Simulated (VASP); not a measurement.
# Bi (Fd-3m) in VASP: notebook

Runs on Bi. Level: revPBE. Tasks: single point, relaxation of cell and atoms.

Program: VASP 6.6.1. These are calculated values, not measurements. Logs are shortened: lines on timing, memory, paths and dates and some standing lists are left out, and cuts for length are marked.

## 1. The cell of the first run

The structure is cubic, space group Fd-3m (No. 227). The conventional cell has a = 7.638 Å, b = 7.638 Å, c = 7.638 Å, α = 90.00°, β = 90.00°, γ = 90.00°. Within 4.3 Å of Bi (site symmetry -43m) lie 4 Bi at 3.31 Å.

This isn't the form of Bi at room conditions, which is rhombohedral.

## 2. Single point, revPBE (55.71 Å³/atom)

INCAR reads:

```
PREC = Accurate
ENCUT = 520
EDIFF = 1E-7
ISMEAR = -1
SIGMA = 0.1
LREAL = False
LASPH = True
NELM = 80
ALGO = Normal
ISIF = 2
LWAVE = False
LCHARG = False
GGA = RE
NBANDS = 22
```

KPOINTS reads:

```
Automatic mesh
0
Gamma
  9 9 9
```

POSCAR reads:

```
Bi
1.0
    0.0000000000      3.8191949769      3.8191949769
    3.8191949769      0.0000000000      3.8191949769
    3.8191949769      3.8191949769      0.0000000000
Bi
2
Direct
    0.1250000000      0.1250000000      0.1250000000
    0.8750000000      0.8750000000      0.8750000000
```

Potentials or basis: VASP PAW PBE potentials, release 64 (Bi_d).

The run is started by

```sh
> cat potpaw_PBE.64/Bi_d/POTCAR > POTCAR
> mpirun -np 1 vasp_std > vasp.out
```

OUTCAR:

```text
PREC = Accurate
   ENCUT = 520
   EDIFF = 1E-7
   ISMEAR = -1
   LREAL = False
   LASPH = True
   NELM = 80
   ISIF = 2
   GGA = RE

 ion  position               nearest neighbor table
   1  0.125  0.125  0.125-   2 3.31   2 3.31   2 3.31   2 3.31
   2  0.875  0.875  0.875-   1 3.31   1 3.31   1 3.31   1 3.31

  LATTYP: Found a face centered cubic cell.
 ALAT       =     7.6383899538

  Lattice vectors:

 A1 = (   0.0000000000,   3.8191949769,   3.8191949769)
 A2 = (   3.8191949769,   0.0000000000,   3.8191949769)
 A3 = (   3.8191949769,   3.8191949769,   0.0000000000)

Analysis of symmetry for initial positions (statically):
=====================================================================
 Subroutine PRICEL returns:
 Original cell was already a primitive cell.

 Routine SETGRP: Setting up the symmetry group for a
 face centered cubic supercell.

 Subroutine GETGRP returns: Found 48 space group operations
 (whereof 12 operations were pure point group operations)
 out of a pool of 48 trial point group operations.

The static configuration has the point symmetry D_3d.
 The point group associated with its full space group is O_h .

Analysis of symmetry for dynamics (positions and initial velocities):
=====================================================================
 Subroutine PRICEL returns:
 Original cell was already a primitive cell.

 Routine SETGRP: Setting up the symmetry group for a
 face centered cubic supercell.

 Subroutine GETGRP returns: Found 48 space group operations
 (whereof 12 operations were pure point group operations)
 out of a pool of 48 trial point group operations.

The dynamic configuration has the point symmetry D_3d.
 The point group associated with its full space group is O_h .

 Subroutine INISYM returns: Found 48 space group operations
 (whereof 12 operations are pure point group operations),
 and found     1 'primitive' translations

----------------------------------------------------------------------------------------

                                     Primitive cell

  volume of cell :     111.4155

  direct lattice vectors                    reciprocal lattice vectors
     0.000000000  3.819194977  3.819194977    -0.130917642  0.130917642  0.130917642
     3.819194977  0.000000000  3.819194977     0.130917642 -0.130917642  0.130917642
     3.819194977  3.819194977  0.000000000     0.130917642  0.130917642 -0.130917642

  length of vectors
     5.401157334  5.401157334  5.401157334     0.226756007  0.226756007  0.226756007

  position of ions in fractional coordinates (direct lattice)
     0.125000000  0.125000000  0.125000000
     0.875000000  0.875000000  0.875000000

  ion indices of the primitive-cell ions
   primitive index   ion index
                 1           1
                 2           2

----------------------------------------------------------------------------------------

 KPOINTS: Automatic mesh

Automatic generation of k-mesh.
 Grid dimensions read from file:
 generate k-points for:    9    9    9

 Generating k-lattice:

  Cartesian coordinates                     Fractional coordinates (reciprocal lattice)
    -0.014546405  0.014546405  0.014546405     0.111111111  0.000000000  0.000000000
     0.014546405 -0.014546405  0.014546405     0.000000000  0.111111111  0.000000000
     0.014546405  0.014546405 -0.014546405     0.000000000  0.000000000  0.111111111

  Length of vectors
     0.025195112  0.025195112  0.025195112

  Shift w.r.t. Gamma in fractional coordinates (k-lattice)
     0.000000000  0.000000000  0.000000000

 Subroutine IBZKPT returns following result:
 ===========================================

 Found     35 irreducible k-points:

 Following reciprocal coordinates:
            Coordinates               Weight
  0.000000  0.000000  0.000000      1.000000
  0.111111  0.000000  0.000000      8.000000
  0.222222  0.000000  0.000000      8.000000
  0.333333  0.000000  0.000000      8.000000
  0.444444  0.000000  0.000000      8.000000
  0.111111  0.111111  0.000000      6.000000
[... 16 lines left out ...]
 -0.333333  0.333333  0.000000     12.000000
  0.444444  0.444444  0.000000      6.000000
 [... further k-points ...]
   k-points           NKPTS =     35   k-points in BZ     NKDIM =     35   number of bands    NBANDS=     22
   number of dos      NEDOS =    301   number of ions     NIONS =      2
   total plane-waves  NPLWV =  64000
   dimension x,y,z NGX =    40 NGY =   40 NGZ =   40
   dimension x,y,z NGXF=    80 NGYF=   80 NGZF=   80
   ions per type =               2
   NGX,Y,Z   is equivalent  to a cutoff of  12.31, 12.31, 12.31 a.u.
   NGXF,Y,Z  is equivalent  to a cutoff of  24.62, 24.62, 24.62 a.u.
 SYSTEM =  unknown system
   PREC   = accura    normal or accurate (medium, high low for compatibility)
   ISTART =      0    job   : 0-new  1-cont  2-samecut
   ICHARG =      2    charge: 1-file 2-atom 10-const
   ISPIN  =      1    spin polarized calculation?
   LNONCOLLINEAR =      F non collinear calculations
   LSORBIT =      F    spin-orbit coupling
   LASPH  =      T    aspherical Exc in radial PAW
   ENCUT  =  520.0 eV  38.22 Ry    6.18 a.u.  10.04 10.04 10.04*2*pi/ulx,y,z
   NELM   =     80;   NELMIN=  2; NELMDL= -5     # of ELM steps
   EDIFF  = 0.1E-06   stopping-criterion for ELM
   LREAL  =      F    real-space projection
   EDIFFG = 0.1E-05   stopping-criterion for IOM
   NSW    =      0    number of steps for IOM
   IBRION =     -1    ionic relax: 0-MD 1-quasi-New 2-CG
   NFREE  =      0    steps in history (QN), initial steepest desc. (CG)
   ISIF   =      2    stress and relaxation
   ISYM   =      2    0-nonsym 1-usesym 2-fastsym
   POTIM  = 0.5000    time-step for ionic-motion
   TEBEG  =    0.0;   TEEND  =   0.0 temperature during run
   PSTRESS=    0.0 pullay stress
   NELECT =      30.0000    total number of electrons
   NUPDOWN=      -1.0000    fix difference up-down
   EMIN   =  10.00;   EMAX   =-10.00  energy-range for DOS
   EFERMI =   0.00;   METHOD = LEGACY
   ISMEAR =    -1;   SIGMA  =   0.10  broadening in eV -4-tet -1-fermi 0-gaus
   EFERMI_NEDOS =   21; number of points for ismear=-14 and -15
   IALGO  =     38    algorithm
   IMIX   =      4    mixing-type and parameters
     AMIX     =   0.40;   BMIX     =  1.00
     AMIX_MAG =   1.60;   BMIX_MAG =  1.00
  volume/ion in A,a.u.               =      55.71       375.93
  Fermi-wavevector in a.u.,A,eV,Ry     =   1.057142  1.997709 15.205187  1.117550
  Thomas-Fermi vector in A             =   2.192404
   LORBIT       =      0    0 simple, 1 ext, 2 COOP (PROOUT), +10 PAW based schemes
   GGA     = RE    functional components
   LHFCALC =     F    Hartree Fock is set to
   AEXX    =    0.0000 exact exchange contribution
   IVDW    =     0    specifies the selected vdW correction
   LEPSILON=     F    determine dielectric tensor
   LRPA    =     F    only Hartree local field effects (RPA)
 non-spin polarized calculation
  energy-cutoff  :      520.00
  volume of cell :      111.42
 maximum number of plane-waves:      3024
   NGX = 21   NGY = 21   NGZ = 21

 number of electron      29.9999984 magnetization

 Free energy of the ion-electron system (eV)
  ---------------------------------------------------
  ext. energy  EPLUGINS =         0.00000000
  ---------------------------------------------------
  free energy    TOTEN  =        -6.75839439 eV

  energy without entropy =       -6.72345726  energy(sigma->0) =       -6.74092583

 E-fermi :   2.5294     XC(G=0):  -7.1027

 val. band max:        2.4292335682   @ k =   0.3333   0.3333   0.0000
 cond. band min:       2.5523435401   @ k =  -0.4444   0.4444   0.0000
 fundamental gap:      0.1231099718
 Fermi energy:         2.5293911618

 k-point     1 :       0.0000    0.0000    0.0000
  band No.  band energies     occupation
      1     -20.1796      2.00000
      2     -20.1796      2.00000
      3     -20.1796      2.00000
      4     -20.1565      2.00000
      5     -20.1565      2.00000
      6     -20.0595      2.00000
[... 14 lines left out ...]
     21       9.2506      0.00000
     22       9.9765      0.00000

 k-point     2 :       0.1111    0.0000    0.0000
  band No.  band energies     occupation
      1     -20.1823      2.00000
      2     -20.1823      2.00000
      3     -20.1783      2.00000
      4     -20.1529      2.00000
      5     -20.1529      2.00000
      6     -20.0637      2.00000
[... 14 lines left out ...]
     21       8.8856      0.00000
     22       9.7050      0.00000

 k-point     3 :       0.2222    0.0000    0.0000
  band No.  band energies     occupation
      1     -20.1868      2.00000
      2     -20.1868      2.00000
      3     -20.1747      2.00000
      4     -20.1460      2.00000
      5     -20.1460      2.00000
      6     -20.0709      2.00000
[... 14 lines left out ...]
     21       8.6346      0.00000
     22       9.4530      0.00000

 k-point     4 :       0.3333    0.0000    0.0000
  band No.  band energies     occupation
      1     -20.1903      2.00000
      2     -20.1903      2.00000
      3     -20.1704      2.00000
      4     -20.1401      2.00000
      5     -20.1401      2.00000
      6     -20.0769      2.00000
[... 14 lines left out ...]
     21       8.7812      0.00000
     22       9.5551      0.00000

 k-point     5 :       0.4444    0.0000    0.0000
  band No.  band energies     occupation
      1     -20.1920      2.00000
      2     -20.1920      2.00000
      3     -20.1674      2.00000
      4     -20.1368      2.00000
      5     -20.1368      2.00000
      6     -20.0800      2.00000
[... 417 lines left out ...]
 k-point    22 :      -0.4444    0.3333    0.0000
  band No.  band energies     occupation
      1     -20.2032      2.00000
      2     -20.1975      2.00000
      3     -20.1473      2.00000
      4     -20.1187      2.00000
      5     -20.1170      2.00000
      6     -20.1029      2.00000
[... 14 lines left out ...]
     21       9.5902      0.00000
     22      11.0545      0.00000

 k-point    23 :      -0.3333    0.3333    0.0000
  band No.  band energies     occupation
      1     -20.2045      2.00000
      2     -20.1973      2.00000
      3     -20.1455      2.00000
      4     -20.1166      2.00000
      5     -20.1164      2.00000
      6     -20.1040      2.00000
[... 14 lines left out ...]
     21       9.4302      0.00000
     22      10.8486      0.00000

 k-point    24 :       0.4444    0.4444    0.0000
  band No.  band energies     occupation
      1     -20.1978      2.00000
      2     -20.1978      2.00000
      3     -20.1533      2.00000
      4     -20.1331      2.00000
      5     -20.1162      2.00000
      6     -20.0993      2.00000
[... 14 lines left out ...]
     21      10.9287      0.00000
     22      10.9445      0.00000

 [... further k-points ...]

------------------------ aborting loop because EDIFF is reached ----------------------------------------

  FORCE on cell =-STRESS in cart. coord.  units (eV):
  Direction    XX          YY          ZZ          XY          YZ          ZX
  --------------------------------------------------------------------------------------
  -------------------------------------------------------------------------------------
  Total       -1.6654658     -1.6654658     -1.6654658      0.0000000      0.0000000     -0.0000000
  in kB      -23.9497400    -23.9497400    -23.9497400      0.0000000      0.0000000     -0.0000000
  external PRESSURE =     -23.9497400 kB  Pullay stress =       0.0000000 kB

 VOLUME and BASIS-vectors are now :
 -----------------------------------------------------------------------------
  energy-cutoff  :      520.00
  volume of cell :      111.42
      direct lattice vectors                 reciprocal lattice vectors
     0.000000000  3.819194977  3.819194977    -0.130917642  0.130917642  0.130917642
     3.819194977  0.000000000  3.819194977     0.130917642 -0.130917642  0.130917642
     3.819194977  3.819194977  0.000000000     0.130917642  0.130917642 -0.130917642

 POSITION                                       TOTAL-FORCE (eV/Angst)
 -----------------------------------------------------------------------------------
      0.95480      0.95480      0.95480         0.000000      0.000000      0.000000
      6.68359      6.68359      6.68359        -0.000000     -0.000000     -0.000000
 -----------------------------------------------------------------------------------
    total drift:                                0.000000      0.000000     -0.000000

  FREE ENERGIE OF THE ION-ELECTRON SYSTEM (eV)
  ---------------------------------------------------
  free  energy   TOTEN  =        -6.7583943898 eV

  energy  without entropy=       -6.7234572637  energy(sigma->0) =       -6.74092583
```

Run time: 2.1 min. Hardware: 1 thread of Intel Xeon 8259CL, shared host; peak memory 0.26 GiB.

Results:

| Quantity | Value |
| --- | --- |
| Free energy | -6.7584 eV |
| Pressure | -2.4 GPa |
| Band gap on the k mesh | zero (bands 15 and 16 overlap by 0.32 eV) |

Levels at points of the mesh, in eV from the Fermi level:
```tsv
k point	band 12	band 13	band 14	band 15	band 16	band 17	band 18	band 19
(0.00, 0.00, 0.00)	-8.31	-1.14	-1.14	-1.14	0.88	0.88	0.88	3.54
```

Caveat: the PAW data sets were made with another functional, which shifts forces and pressure a little; spin-orbit coupling is left out, which moves the levels of the heavy elements.

## 3. Relaxation of cell and atoms, revPBE

This run uses another cell than the first one, of 43.00 Å³/atom.

INCAR reads:

```
  PREC = Accurate
  ENCUT = 600
  EDIFF = 1E-7
  ISMEAR = -1
  SIGMA = 0.1
  LREAL = F
  LASPH = T
  NELM = 100
  ALGO = Normal
  ISIF = 3
  LWAVE = F
  LCHARG = F
  GGA = RE
  IBRION = 2
  NSW = 80
  EDIFFG = -0.01
```

KPOINTS reads:

```
Automatic mesh
0
Gamma
  8 8 8
```

POSCAR reads:

```
Bi
1.0
    0.0000000000      3.5033007048      3.5033007048
    3.5033007048      0.0000000000      3.5033007048
    3.5033007048      3.5033007048      0.0000000000
Bi
2
Direct
    0.1250000000      0.1250000000      0.1250000000
    0.8750000000      0.8750000000      0.8750000000
```

Potentials or basis: VASP PAW PBE potentials, release 64 (Bi_d).

The run is started by

```sh
> cat potpaw_PBE.64/Bi_d/POTCAR > POTCAR
> mpirun -np 1 vasp_std > vasp.out
```

Wall time 4.1 min (1 thread of Intel Xeon 8259CL, shared host); peak memory 0.27 GiB.

Results (log left out):

```
Free energy                           : -6.8507 eV
Relaxed volume                        : 49.64 Å³/atom
Relaxed cell                          : a = 5.198 Å, b = 5.198 Å, c = 5.198 Å, α = 60.00°, β = 60.00°, γ = 60.00°
Space group after relaxing (to 0.1 Å) : Fd-3m (No. 227)
Energy gained by relaxing             : 98.1 meV/atom
Ionic steps                           : 3
Pressure after relaxing               : 0.0 GPa
Band gap on the k mesh                : zero (bands 15 and 16 overlap by 0.88 eV)
```

Step by step:
| step | energy change (eV) | largest force (eV/Å) | pressure (GPa) | volume (Å³) |
| --- | --- | --- | --- | --- |
| 1 | 0.0000 | 0.0000 | 5.35 | 85.99 |
| 2 | -0.1710 | 0.0000 | -1.33 | 105.11 |
| 3 | -0.1961 | 0.0000 | 0.03 | 99.28 |

Final structure:
```
Bi
1.0
     0.00000    3.67520    3.67520
     3.67520    0.00000    3.67520
     3.67520    3.67520    0.00000
Bi
2
Direct
  0.12500 0.12500 0.12500
  0.87500 0.87500 0.87500
```

Levels at points of the mesh, in eV from the Fermi level:
| k point | band 12 | band 13 | band 14 | band 15 | band 16 | band 17 | band 18 | band 19 |
| --- | --- | --- | --- | --- | --- | --- | --- | --- |
| (0.00, 0.00, 0.00) | -7.95 | -1.27 | -1.27 | -1.27 | 0.88 | 0.88 | 0.88 | 3.49 |
| (0.50, 0.00, 0.00) | -9.49 | -2.27 | -2.01 | -2.01 | 1.88 | 1.88 | 3.59 | 5.28 |
| (0.50, 0.50, 0.00) | -10.53 | -2.79 | -2.79 | -0.34 | -0.34 | 4.11 | 4.11 | 5.99 |

Caveat: the volume moved by over 15 % at a fixed basis, so the end points are rough; the PAW data sets were made with another functional, which shifts forces and pressure a little; spin-orbit coupling is left out, which moves the levels of the heavy elements.

## 4. Single point, revPBE

This run uses another cell than the first one, of 49.74 Å³/atom.

INCAR reads:

```
SYSTEM = Bi
PREC = Accurate
ENCUT = 520
EDIFF = 1E-6
ISMEAR = -1
SIGMA = 0.1
LREAL = .False.
LASPH = .True.
NELM = 100
ALGO = Normal
ISIF = 2
LWAVE = .False.
LCHARG = .True.
GGA = RE
LELF = .True.
LVHAR = .True.
NBANDS = 22
```

KPOINTS reads:

```
Automatic mesh
0
Gamma
  12 12 12
  0 0 0
```

POSCAR reads:

```
Bi
1.0
    0.0000000000      3.6776112808      3.6776112808
    3.6776112808      0.0000000000      3.6776112808
    3.6776112808      3.6776112808      0.0000000000
Bi
2
Direct
    0.1250000000      0.1250000000      0.1250000000
    0.8750000000      0.8750000000      0.8750000000
```

The run is started by

```sh
> cat potpaw_PBE.64/Bi_d/POTCAR > POTCAR
> mpirun -np 1 vasp_std > vasp.out
```

Run time: 3.4 min. Hardware: 1 thread of Intel Xeon 8259CL, shared host; peak memory 0.31 GiB.

Results (log left out):

| Property | Result |
| --- | --- |
| Free energy | -6.8583 eV |
| Pressure | -0.1 GPa |
| Band gap on the k mesh | zero (bands 15 and 16 overlap by 0.88 eV) |

Levels at points of the mesh, in eV from the Fermi level:
```csv
k point,band 13,band 14,band 15,band 16,band 17,band 18
"(0.00, 0.00, 0.00)",-1.26,-1.26,-1.26,0.89,0.89,0.89
"(0.50, 0.00, 0.00)",-2.26,-1.99,-1.99,1.89,1.89,3.59
"(0.50, 0.50, 0.00)",-2.77,-2.77,-0.33,-0.33,4.11,4.11
```

Caveat: the PAW data sets were made with another functional, which shifts forces and pressure a little; spin-orbit coupling is left out, which moves the levels of the heavy elements.

## 5. Summary

| task | cell | k mesh | cutoff (eV) | gap on the mesh (eV) | pressure (GPa) |
| --- | --- | --- | --- | --- | --- |
| single point | a = 5.401 Å, angles 60.0°, 2 atoms | 9 × 9 × 9 | 520 | none | -2.4 |
| relaxation of cell and atoms | relaxed from a = 4.954 Å, angles 60.0°, 2 atoms | 8 × 8 × 8 | 600 | none | 0.0 |
| single point | a = 5.201 Å, angles 60.0°, 2 atoms | 12 × 12 × 12 | 520 | none | -0.1 |

Alike in all rows: level revPBE; potentials or basis VASP PAW PBE potentials, release 64 (Bi_d); no spin polarisation; smearing fermi-dirac 0.1 eV.

Caveats: the PAW data sets were made with another functional, which shifts forces and pressure a little; spin-orbit coupling is left out, which moves the levels of the heavy elements; the volume moved by over 15 % at a fixed basis, so the end points are rough (at least some runs).

Absolute energies hang on the potentials; compare differences alone.
